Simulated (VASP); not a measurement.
A run of VASP 6.6.1 is set up as follows.

INCAR

```
SYSTEM = H27C3N5O3
PREC = Accurate
ENCUT = 520
EDIFF = 1E-6
ISMEAR = -1
SIGMA = 0.02
LREAL = Auto
LASPH = .True.
NELM = 100
ALGO = Normal
ISIF = 2
LWAVE = .False.
LCHARG = .False.
GGA = PE
IVDW = 12
NBANDS = 66
```

KPOINTS

```
regular mesh
0
Gamma
  1 1 1
  0 0 0
```

File POSCAR:

```
H27C3N5O3
1.0
    7.5804670000      0.0000000000      0.0000000000
    0.0000000000      7.5804670000      0.0000000000
    0.0000000000      0.0000000000      7.5804670000
C O H N
3 3 27 5
Direct
    0.1061939851      0.1476953860      0.2554591953
    0.2941903184      0.6742328672      0.8958155217
    0.4883076465      1.0950116926      0.6646556208
    0.0127696618      0.2110292150      0.4066767918
    0.1483285924      0.5747139325      0.9711406962
    0.5984327878      1.1563931351      0.8053593532
    0.0412903321      0.1710184874      0.1268655348
   -0.0386255886      0.1108243067      0.4671875756
    0.2394443509      0.2050005626      0.2512510113
    0.1213909381      0.0044456364      0.2646802631
    0.3861767355      0.6895881217      1.0065738694
    0.0785967408      0.5102192253      0.8844309988
    0.3753066928      0.6192098719      0.7898062217
    0.2487181858      0.8135910360      0.8708302536
    0.4752081897      0.9534504932      0.6600648746
    0.6073900196      1.0679685038      0.9008415972
    0.3615740297      1.1559446140      0.6696157374
    0.5456787821      1.1508130040      0.5435680942
    0.7713508943      0.8189996738      0.4419516634
    0.9695181049      0.8082351655      0.4952597248
    0.8289067151      0.8745107656      0.6375332813
    0.8277590286      0.4978453174      0.7135048540
    0.9741352347      0.3821532367      0.6006622019
    0.8710017470      0.2939792496      0.7652430912
    0.7453102823      0.4155416810      0.1738415325
    0.8067049167      0.4728996248      0.3654656105
    0.5976676635      0.4562383821      0.3193470798
    0.3022636996      0.7645703095      0.3767445990
    0.2150131384      0.5812702568      0.4699446617
    0.1507822671      0.6443270580      0.2723446986
    0.7096660404      0.7399016446      0.0873165202
    0.8627700642      0.8860403983      0.0084031762
    0.7221982498      0.9356943312      0.1725751197
    0.8620313234      0.8854335755      0.5077919342
    0.9275022238      0.4141169667      0.7259183372
    0.7133069770      0.5015785967      0.2722523560
    0.1941437117      0.6849578001      0.3877729433
    0.7318018798      0.8734422299      0.0546668167
```

Potentials or basis: VASP PAW PBE potentials, release 64 (C, O, H, N).

Run with:

```bash
$ cat potpaw_PBE.64/C/POTCAR potpaw_PBE.64/O/POTCAR potpaw_PBE.64/H/POTCAR potpaw_PBE.64/N/POTCAR > POTCAR
$ mpirun -np 1 vasp_gam > vasp.out
```

Problem. Estimate the pressure.

Solution. 0.1 GPa.

Problem. Estimate the band gap on the k mesh.

Solution. 3.95 eV.

Problem. What does it give for the dispersion energy per atom?

Solution. -0.031 eV.

Stress tensor (GPa, compression positive):
```
 0.32 -0.53  0.81
-0.53 -0.31  0.73
 0.81  0.73  0.37
```

Caveat: the k points lie up to 0.83 Å⁻¹ apart.
